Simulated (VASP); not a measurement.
# Ti3CN3 in VASP: further runs

Runs on Ti3CN3. Level: PBE. Tasks: single point.

All numbers are computed with VASP 6.6.1; they aren't measurements. Logs are shortened: lines on timing, memory, paths and dates and some standing lists are left out, and cuts for length are marked.

## (1) The cell of the first run

The cell holds a slab with vacuum, 7 atoms: a = 3.003 Å, b = 3.003 Å, c = 21.554 Å, α = 90.00°, β = 90.00°, γ = 120.00°.

## (2) Single point, PBE

The input, INCAR:

```
SYSTEM = Ti3CN3
PREC = Accurate
ENCUT = 520
EDIFF = 1E-6
ISMEAR = 0
SIGMA = 0.1
LREAL = .FALSE.
LASPH = .TRUE.
NELM = 80
ALGO = Normal
ISIF = 2
LWAVE = .FALSE.
LCHARG = .FALSE.
LDIPOL = .TRUE.
IDIPOL = 3
DIPOL = 0.5 0.5 0.356
GGA = PE
NBANDS = 36
```

The input, KPOINTS:

```
regular mesh
0
G
  9 9 1
  0 0 0
```

The input, POSCAR:

```
Ti3CN3
1.0
    3.0028555063      0.0000000000      0.0000000000
   -1.5014277532      2.6005491524      0.0000000000
    0.0000000000      0.0000000000     21.5541471692
N Ti C
3 3 1
Direct
    0.3333333333      0.6666666666      0.1855791356
    0.0000000000      0.0000000000      0.2993308528
    0.6666666667      0.3333333333      0.4147299344
    0.6666666667      0.3333333333      0.2424549943
    0.3333333333      0.6666666666      0.3575097830
    0.0000000000      0.0000000000      0.4664599852
    0.0000000000      0.5000000000      0.5258263209
```

Potentials or basis: VASP PAW PBE potentials, release 64 (N, Ti_sv, C).

Command:

```sh
> cat potpaw_PBE.64/N/POTCAR potpaw_PBE.64/Ti_sv/POTCAR potpaw_PBE.64/C/POTCAR > POTCAR
> mpirun -np 1 vasp_std > vasp.out
```

OUTCAR:

```text
SYSTEM = Ti3CN3
   PREC = Accurate
   ENCUT = 520
   EDIFF = 1E-6
   ISMEAR = 0
   LREAL = .FALSE.
   LASPH = .TRUE.
   NELM = 80
   ISIF = 2
   GGA = PE

 ion  position               nearest neighbor table
   1  0.333  0.667  0.186-   4 2.12   4 2.12   4 2.12
   2  0.000  0.000  0.299-   4 2.12   4 2.12   4 2.12   5 2.14   5 2.14   5 2.14
   3  0.667  0.333  0.415-   6 2.06   6 2.06   6 2.06   5 2.13   5 2.13   5 2.13
   4  0.667  0.333  0.242-   2 2.12   2 2.12   2 2.12   1 2.12   1 2.12   1 2.12
   5  0.333  0.667  0.358-   3 2.13   3 2.13   3 2.13   2 2.14   2 2.14   2 2.14   6 2.92   6 2.92
                             6 2.92
   6  0.000  0.000  0.466-   7 1.97   7 1.97   3 2.06   3 2.06   3 2.06   5 2.92   5 2.92   5 2.92

   7  0.000  0.500  0.526-   6 1.97   6 1.97

  LATTYP: Found a hexagonal cell.
 ALAT       =     3.0028555063
 C/A-ratio  =     7.1778835592

  Lattice vectors:

 A1 = (   3.0028555063,   0.0000000000,   0.0000000000)
 A2 = (  -1.5014277532,   2.6005491524,   0.0000000000)
 A3 = (   0.0000000000,   0.0000000000,  21.5541471692)

Analysis of symmetry for initial positions (statically):
=====================================================================
 Subroutine PRICEL returns:
 Original cell was already a primitive cell.

 Routine SETGRP: Setting up the symmetry group for a
 hexagonal supercell.

 Subroutine GETGRP returns: Found  2 space group operations
 (whereof  2 operations were pure point group operations)
 out of a pool of 24 trial point group operations.

The static configuration has the point symmetry C_1h.

Analysis of symmetry for dynamics (positions and initial velocities):
=====================================================================
 Subroutine PRICEL returns:
 Original cell was already a primitive cell.

 Routine SETGRP: Setting up the symmetry group for a
 hexagonal supercell.

 Subroutine GETGRP returns: Found  2 space group operations
 (whereof  2 operations were pure point group operations)
 out of a pool of 24 trial point group operations.

The dynamic configuration has the point symmetry C_1h.

 Subroutine INISYM returns: Found  2 space group operations
 (whereof  2 operations are pure point group operations),
 and found     1 'primitive' translations

----------------------------------------------------------------------------------------

                                     Primitive cell

  volume of cell :     168.3179

  direct lattice vectors                    reciprocal lattice vectors
     3.002855506  0.000000000  0.000000000     0.333016357  0.192267083  0.000000000
    -1.501427753  2.600549152  0.000000000     0.000000000  0.384534166  0.000000000
     0.000000000  0.000000000 21.554147169     0.000000000  0.000000000  0.046394784

  length of vectors
     3.002855506  3.002855506 21.554147169     0.384534166  0.384534166  0.046394784

  position of ions in fractional coordinates (direct lattice)
     0.333333333  0.666666667  0.185579136
     0.000000000  0.000000000  0.299330853
     0.666666667  0.333333333  0.414729934
     0.666666667  0.333333333  0.242454994
     0.333333333  0.666666667  0.357509783
     0.000000000  0.000000000  0.466459985
     0.000000000  0.500000000  0.525826321

  ion indices of the primitive-cell ions
   primitive index   ion index
                 1           1
                 2           2
                 3           3
                 4           4
                 5           5
                 6           6
                 7           7

----------------------------------------------------------------------------------------

 KPOINTS: regular mesh

Automatic generation of k-mesh.
 Grid dimensions read from file:
 generate k-points for:    9    9    1

 Generating k-lattice:

  Cartesian coordinates                     Fractional coordinates (reciprocal lattice)
     0.037001817  0.021363009  0.000000000     0.111111111  0.000000000  0.000000000
     0.000000000  0.042726018  0.000000000     0.000000000  0.111111111  0.000000000
     0.000000000  0.000000000  0.046394784     0.000000000  0.000000000  1.000000000

  Length of vectors
     0.042726018  0.042726018  0.046394784

  Shift w.r.t. Gamma in fractional coordinates (k-lattice)
     0.000000000  0.000000000  0.000000000

 Subroutine IBZKPT returns following result:
 ===========================================

 Found     25 irreducible k-points:

 Following reciprocal coordinates:
            Coordinates               Weight
  0.000000  0.000000  0.000000      1.000000
  0.111111 -0.000000  0.000000      2.000000
  0.000000  0.111111  0.000000      4.000000
  0.222222  0.000000  0.000000      2.000000
  0.000000  0.222222  0.000000      4.000000
  0.333333 -0.000000  0.000000      2.000000
[... 16 lines left out ...]
 -0.222222 -0.444444  0.000000      4.000000
  0.444444  0.333333  0.000000      4.000000
   k-points           NKPTS =     25   k-points in BZ     NKDIM =     25   number of bands    NBANDS=     36
   number of dos      NEDOS =    301   number of ions     NIONS =      7
   total plane-waves  NPLWV =  92160
   dimension x,y,z NGX =    24 NGY =   24 NGZ =  160
   dimension x,y,z NGXF=    48 NGYF=   48 NGZF=  320
   ions per type =               3   3   1
   NGX,Y,Z   is equivalent  to a cutoff of  13.29, 13.29, 12.34 a.u.
   NGXF,Y,Z  is equivalent  to a cutoff of  26.57, 26.57, 24.68 a.u.
 SYSTEM =  Ti3CN3
   PREC   = accura    normal or accurate (medium, high low for compatibility)
   ISTART =      0    job   : 0-new  1-cont  2-samecut
   ICHARG =      2    charge: 1-file 2-atom 10-const
   ISPIN  =      1    spin polarized calculation?
   LNONCOLLINEAR =      F non collinear calculations
   LSORBIT =      F    spin-orbit coupling
   LASPH  =      T    aspherical Exc in radial PAW
   ENCUT  =  520.0 eV  38.22 Ry    6.18 a.u.   5.58  5.58 40.08*2*pi/ulx,y,z
   NELM   =     80;   NELMIN=  2; NELMDL= -5     # of ELM steps
   EDIFF  = 0.1E-05   stopping-criterion for ELM
   LREAL  =      F    real-space projection
   EDIFFG = 0.1E-04   stopping-criterion for IOM
   NSW    =      0    number of steps for IOM
   IBRION =     -1    ionic relax: 0-MD 1-quasi-New 2-CG
   NFREE  =      0    steps in history (QN), initial steepest desc. (CG)
   ISIF   =      2    stress and relaxation
   ISYM   =      2    0-nonsym 1-usesym 2-fastsym
   POTIM  = 0.5000    time-step for ionic-motion
   TEBEG  =    0.0;   TEEND  =   0.0 temperature during run
   PSTRESS=    0.0 pullay stress
   NELECT =      55.0000    total number of electrons
   NUPDOWN=      -1.0000    fix difference up-down
   EMIN   =  10.00;   EMAX   =-10.00  energy-range for DOS
   EFERMI =   0.00;   METHOD = LEGACY
   ISMEAR =     0;   SIGMA  =   0.10  broadening in eV -4-tet -1-fermi 0-gaus
   EFERMI_NEDOS =   21; number of points for ismear=-14 and -15
   IALGO  =     38    algorithm
   IMIX   =      4    mixing-type and parameters
     AMIX     =   0.40;   BMIX     =  1.00
     AMIX_MAG =   1.60;   BMIX_MAG =  1.00
  volume/ion in A,a.u.               =      24.05       162.27
  Fermi-wavevector in a.u.,A,eV,Ry     =   1.127593  2.130841 17.299337  1.271465
  Thomas-Fermi vector in A             =   2.264279
   LORBIT       =      0    0 simple, 1 ext, 2 COOP (PROOUT), +10 PAW based schemes
   GGA     = PE    functional components
   LHFCALC =     F    Hartree Fock is set to
   AEXX    =    0.0000 exact exchange contribution
   IVDW    =     0    specifies the selected vdW correction
   LEPSILON=     F    determine dielectric tensor
   LRPA    =     F    only Hartree local field effects (RPA)
 non-spin polarized calculation
 Gauss-broadening in eV      SIGMA  =   0.10
  energy-cutoff  :      520.00
  volume of cell :      168.32
 maximum number of plane-waves:      4581
   NGX = 11   NGY = 11   NGZ = 81

 dipolmoment           0.000000      0.000000      0.002177 electrons x Angstroem

 number of electron      55.0000014 magnetization

 dipolmoment           0.000000      0.000000     -0.074128 electrons x Angstroem

 Free energy of the ion-electron system (eV)
  ---------------------------------------------------
  ext. energy  EPLUGINS =         0.00000000
  ---------------------------------------------------
  free energy    TOTEN  =       -60.78060098 eV

  energy without entropy =      -60.75670217  energy(sigma->0) =      -60.76865157

 E-fermi :  -0.6852     XC(G=0):  -5.8237

 val. band max:       -0.7132123787   @ k =  -0.1111   0.2222   0.0000
 cond. band min:      -0.6812334553   @ k =  -0.1111   0.2222   0.0000
 fundamental gap:      0.0319789234
 Fermi energy:        -0.6852451411

 k-point     1 :       0.0000    0.0000    0.0000
  band No.  band energies     occupation
      1     -58.4544      2.00000
      2     -57.2701      2.00000
      3     -57.0933      2.00000
      4     -34.8514      2.00000
      5     -34.5164      2.00000
      6     -34.4766      2.00000
[... 28 lines left out ...]
     35       1.5942      0.00000
     36       1.8761      0.00000

 k-point     2 :       0.1111   -0.0000    0.0000
  band No.  band energies     occupation
      1     -58.4471      2.00000
      2     -57.2630      2.00000
      3     -57.0859      2.00000
      4     -34.8366      2.00000
      5     -34.5743      2.00000
      6     -34.4887      2.00000
[... 28 lines left out ...]
     35       1.8500      0.00000
     36       2.0213      0.00000

 k-point     3 :       0.0000    0.1111    0.0000
  band No.  band energies     occupation
      1     -58.4471      2.00000
      2     -57.2630      2.00000
      3     -57.0855      2.00000
      4     -34.8366      2.00000
      5     -34.5530      2.00000
      6     -34.5100      2.00000
[... 28 lines left out ...]
     35       1.8927      0.00000
     36       2.0881      0.00000

 k-point     4 :       0.2222    0.0000    0.0000
  band No.  band energies     occupation
      1     -58.4284      2.00000
      2     -57.2450      2.00000
      3     -57.0672      2.00000
      4     -34.7995      2.00000
      5     -34.7171      2.00000
      6     -34.5192      2.00000
[... 28 lines left out ...]
     35       2.2927      0.00000
     36       2.3969      0.00000

 k-point     5 :       0.0000    0.2222    0.0000
  band No.  band energies     occupation
      1     -58.4285      2.00000
      2     -57.2450      2.00000
      3     -57.0656      2.00000
      4     -34.7997      2.00000
      5     -34.6891      2.00000
      6     -34.5469      2.00000
[... 655 lines left out ...]
 k-point    22 :       0.3333    0.2222    0.0000
  band No.  band energies     occupation
      1     -58.3870      2.00000
      2     -57.2050      2.00000
      3     -57.0240      2.00000
      4     -34.9135      2.00000
      5     -34.7162      2.00000
      6     -34.6972      2.00000
[... 28 lines left out ...]
     35       2.6742      0.00000
     36       2.7559      0.00000

 k-point    23 :      -0.2222   -0.4444    0.0000
  band No.  band energies     occupation
      1     -58.3871      2.00000
      2     -57.2050      2.00000
      3     -57.0219      2.00000
      4     -34.8809      2.00000
      5     -34.7344      2.00000
      6     -34.7118      2.00000
[... 28 lines left out ...]
     35       2.6685      0.00000
     36       2.7694      0.00000

 k-point    24 :       0.4444    0.3333    0.0000
  band No.  band energies     occupation
      1     -58.3871      2.00000
      2     -57.2050      2.00000
      3     -57.0227      2.00000
      4     -34.8954      2.00000
      5     -34.7177      2.00000
      6     -34.7138      2.00000
[... 28 lines left out ...]
     35       2.6933      0.00000
     36       2.8219      0.00000

 [... further k-points ...]

------------------------ aborting loop because EDIFF is reached ----------------------------------------

 vacuum level on the upper side and lower side of the slab       (xc-potential included)        -1.021         0.617

  FORCE on cell =-STRESS in cart. coord.  units (eV):
  Direction    XX          YY          ZZ          XY          YZ          ZX
  --------------------------------------------------------------------------------------
  -------------------------------------------------------------------------------------
  Total       -0.5046219      1.9461464     -1.3738751     -2.1224276      0.7063389      1.2234161
  in kB       -4.8033729     18.5248950    -13.0775829    -20.2028726      6.7234687     11.6454002
  external PRESSURE =       0.2146464 kB  Pullay stress =       0.0000000 kB

 VOLUME and BASIS-vectors are now :
 -----------------------------------------------------------------------------
  energy-cutoff  :      520.00
  volume of cell :      168.32
      direct lattice vectors                 reciprocal lattice vectors
     3.002855506  0.000000000  0.000000000     0.333016357  0.192267083  0.000000000
    -1.501427753  2.600549152  0.000000000     0.000000000  0.384534166  0.000000000
     0.000000000  0.000000000 21.554147169     0.000000000  0.000000000  0.046394784

 POSITION                                       TOTAL-FORCE (eV/Angst)
 -----------------------------------------------------------------------------------
     -0.00000      1.73370      4.00000        -0.014086     -0.008133      4.342980
      0.00000      0.00000      6.45182        -0.077391     -0.044682      1.408578
      1.50143      0.86685      8.93915        -0.854593     -0.493400     -2.288262
      1.50143      0.86685      5.22591        -0.019981     -0.011536     -5.636435
     -0.00000      1.73370      7.70582         0.156445      0.090323     -0.098767
      0.00000      0.00000     10.05415         0.671031      0.387420      2.233104
     -0.75071      1.30027     11.33374         0.138575      0.080007      0.038801
 -----------------------------------------------------------------------------------
    total drift:                                0.000002      0.000002     -0.000455

  FREE ENERGIE OF THE ION-ELECTRON SYSTEM (eV)
  ---------------------------------------------------
  free  energy   TOTEN  =       -60.7806009773 eV

  energy  without entropy=      -60.7567021658  energy(sigma->0) =      -60.76865157

 vacuum level on the upper side and lower side of the slab         5.585         7.265
```

Run time: 6.2 min. Hardware: 1 thread of Intel Xeon Platinum 8259CL at 2.50GHz (Skylake/Cascade Lake), shared host; peak memory 0.36 GiB.

Results:

- Free energy: -60.7806 eV
- Largest force: 5.636 eV/Å

Forces on the atoms (eV/Å):
```
N   -0.014 -0.008  4.343
N   -0.077 -0.045  1.409
N   -0.855 -0.493 -2.288
Ti  -0.020 -0.012 -5.636
Ti   0.156  0.090 -0.099
Ti   0.671  0.387  2.233
C    0.139  0.080  0.039
```

## (3) Single point, PBE

The input, INCAR:

```
SYSTEM = Ti3CN3
ALGO = Normal ; DIPOL = 0.5 0.5 0.359
EDIFF = 1E-6 ; ENCUT = 520
GGA = PE ; IDIPOL = 3
ISIF = 2 ; ISMEAR = 0
LASPH = .True. ; LCHARG = .False.
LDIPOL = .True. ; LREAL = .False.
LWAVE = .False. ; NBANDS = 36
NELM = 100 ; PREC = Accurate
SIGMA = 0.1
```

The input, KPOINTS:

```
k-points
0
Gamma
  9 9 1
  0 0 0
```

The input, POSCAR:

```
Ti3CN3
1.0
    3.0028555063      0.0000000000      0.0000000000
   -1.5014277532      2.6005491524      0.0000000000
    0.0000000000      0.0000000000     21.5541471692
N Ti C
3 3 1
Direct
    0.3333333333      0.6666666667      0.1855791356
    0.0000000000      0.0000000000      0.2993308528
    0.6666666666      0.3333333333      0.4147299344
    0.6666666666      0.3333333333      0.2424549943
    0.3333333333      0.6666666667      0.3575097830
    0.0000000000      0.0000000000      0.4664599852
    0.1666666666      0.3333333333      0.5457791871
```

Potentials or basis: VASP PAW PBE potentials, release 64 (N, Ti_sv, C).

Command:

```sh
> cat potpaw_PBE.64/N/POTCAR potpaw_PBE.64/Ti_sv/POTCAR potpaw_PBE.64/C/POTCAR > POTCAR
> mpirun -np 1 vasp_std > vasp.out
```

Wall time 7 min (1 thread of Intel Xeon Platinum 8259CL at 2.50GHz (Skylake/Cascade Lake), shared host); peak memory 0.36 GiB.

Results (log left out):

- Free energy: -59.9634 eV
- Largest force: 5.552 eV/Å

Forces in eV/Å, atoms in the order of the input:
```
N    0.000  0.048  4.295
N    0.000  0.018  1.350
N    0.000 -0.648 -0.739
Ti   0.000 -0.059 -5.551
Ti   0.000 -0.032 -0.246
Ti   0.000 -0.643  0.861
C    0.000  1.316  0.030
```

Levels at points of the mesh, in eV from the Fermi level:
```csv
k point,band 25,band 26,band 27,band 28,band 29,band 30
"(0.00, 0.00, 0.00)",-0.35,-0.29,0.19,0.20,0.33,1.11
```

## (4) Single point, PBE

The input, INCAR:

```
PREC = Accurate ; ENCUT = 520
EDIFF = 1E-7 ; ISMEAR = 0
SIGMA = 0.1 ; LREAL = False
LASPH = True ; NELM = 100
ALGO = Normal ; ISIF = 2
LWAVE = False ; LCHARG = True
LDIPOL = True ; IDIPOL = 3
DIPOL = 0.5 0.5 0.359 ; GGA = PE
LELF = True ; LVHAR = True
LVACPOTAV = True ; NBANDS = 36
```

The input, KPOINTS:

```
regular mesh
0
Gamma
  9 9 1
```

The input, POSCAR:

```
Ti3CN3
1.0
    3.0028555063      0.0000000000      0.0000000000
   -1.5014277532      2.6005491524      0.0000000000
    0.0000000000      0.0000000000     21.5541471692
N Ti C
3 3 1
Direct
    0.3333333333      0.6666666666      0.1855791356
    0.0000000000      0.0000000000      0.2993308528
    0.6666666667      0.3333333333      0.4147299344
    0.6666666667      0.3333333333      0.2424549943
    0.3333333333      0.6666666666      0.3575097830
    0.0000000000      0.0000000000      0.4664599852
    0.3333333333      0.1666666666      0.5459692763
```

Command:

```sh
> cat potpaw_PBE.64/N/POTCAR potpaw_PBE.64/Ti_sv/POTCAR potpaw_PBE.64/C/POTCAR > POTCAR
> mpirun -np 1 vasp_std > vasp.out
```

Run time: 8 min. Hardware: 1 thread of Intel Xeon Platinum 8259CL at 2.50GHz (Skylake/Cascade Lake), shared host; peak memory 0.36 GiB.

It converged, with:

```yaml
Free_energy: -59.9151 eV
Largest_force: 5.560 eV/Å
```

Forces on the atoms (eV/Å):
```
N   -0.007 -0.004  4.301
N    0.041  0.023  1.373
N    0.096  0.056 -0.827
Ti  -0.006 -0.004 -5.560
Ti  -0.088 -0.051 -0.329
Ti  -0.991 -0.572  1.009
C    0.955  0.551  0.032
```

Levels at points of the mesh, in eV from the Fermi level:
```
           k point  band 26  band 27  band 28  band 29  band 30  band 31
(0.00, 0.00, 0.00)    -0.28     0.24     0.28     0.39     1.38     1.41
```
